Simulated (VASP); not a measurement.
AlNi: single point with PBEsol

The system is AlNi.

```
Al Ni
1.0
     2.71906    0.00000    0.00000
     0.00000    2.71906    0.00000
     0.00000    0.00000    2.79061
Al Ni
1 1
Direct
  0.00000 0.00000 0.00000
  0.50000 0.50000 0.50000
```

This cell differs from its parent crystal: strain -0.050 along x and y, -0.025 along z.

* Program: VASP 6.6.1
* Task: single point
* Functional: PBEsol
* Potentials or basis: VASP PAW PBE potentials, release 64 (Al, Ni)
* Cutoff: 600 eV
* k mesh: 20 × 20 × 20
* Occupations: gaussian, width 0.15 eV
* Spin: no spin polarisation
* Dipole correction: no
* Further INCAR settings: ALGO = Normal; EDIFF = 1e-06; NBANDS = 14

| Property | Result |
| --- | --- |
| Pressure | 29.3 GPa |
| Band gap on the k mesh | zero (an odd number of electrons rules out a gap without spin polarisation) |

Stress tensor (GPa, compression positive):
```
30.22  0.00  0.00
 0.00 30.22  0.00
 0.00  0.00 27.50
```

Levels at points of the mesh, in eV from the Fermi level:
```csv
k point,band 3,band 4,band 5,band 6,band 7,band 8,band 9,band 10,band 11,band 12
"(0.00, 0.00, 0.00)",-4.01,-1.91,-1.91,-1.82,5.48,6.51,6.51,8.50,8.74,16.59
"(0.50, 0.00, 0.00)",-3.41,-2.85,-2.67,-1.78,-0.66,8.42,10.14,11.09,11.99,12.84
"(0.50, 0.50, 0.00)",-3.16,-3.16,-2.65,-2.65,-1.18,1.92,3.43,13.54,15.96,15.96
"(0.00, 0.00, 0.50)",-3.46,-2.67,-2.67,-1.72,-0.89,8.45,10.99,10.99,12.53,12.53
"(0.50, 0.00, 0.50)",-3.43,-3.29,-2.53,-2.49,-1.25,1.66,3.16,14.26,16.39,16.70
"(0.50, 0.50, 0.50)",-4.89,-1.23,-1.15,1.80,1.88,1.88,5.06,5.06,5.12,5.36
```

Run time: 4 min on 1 thread of Intel Xeon 8259CL, with other jobs on the host, peak memory 0.37 GiB.

Caveat: the cell differs from its parent crystal (strain -0.050 along x and y, -0.025 along z); the cell stands under pressure; the PAW data sets were made with another functional, which shifts forces and pressure a little. Spin polarisation is off, so any magnetic state and its effect on volume and gap are missing.
